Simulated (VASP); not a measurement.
**Rb: single point with PBE**

The system is Rb.

```
CELL_PARAMETERS angstrom
-2.79500 2.79500 2.79500
2.79500 -2.79500 2.79500
2.79500 2.79500 -2.79500
ATOMIC_POSITIONS crystal
Rb 0.00000 0.00000 0.00000
```

```
Program                : VASP 6.6.1
Task                   : single point
Functional             : PBE
Potentials or basis    : VASP PAW PBE potentials, release 64 (Rb_sv)
Cutoff                 : 520 eV
k mesh                 : 6 × 6 × 6
Occupations            : gaussian, width 0.05 eV
Spin                   : no spin polarisation
Dipole correction      : no
Further INCAR settings : ALGO = Fast; EDIFF = 1e-06; NBANDS = 10
```

The pressure is 0.1 GPa.

Levels at points of the mesh, in eV from the Fermi level:
```
           k point  band 2  band 3  band 4  band 5  band 6  band 7
(0.00, 0.00, 0.00)  -12.94  -12.94  -12.94   -2.05    3.70    3.70
(0.50, 0.00, 0.00)  -13.05  -12.98  -12.94    0.21    0.79    2.57
(0.50, 0.50, 0.50)  -13.02  -13.02  -13.02    1.21    1.21    3.34
```

Run time: 5.4 s on 1 thread of Intel(R) Xeon(R) 6975P-C (Granite Rapids), with other jobs on the host, peak memory 0.19 GiB.
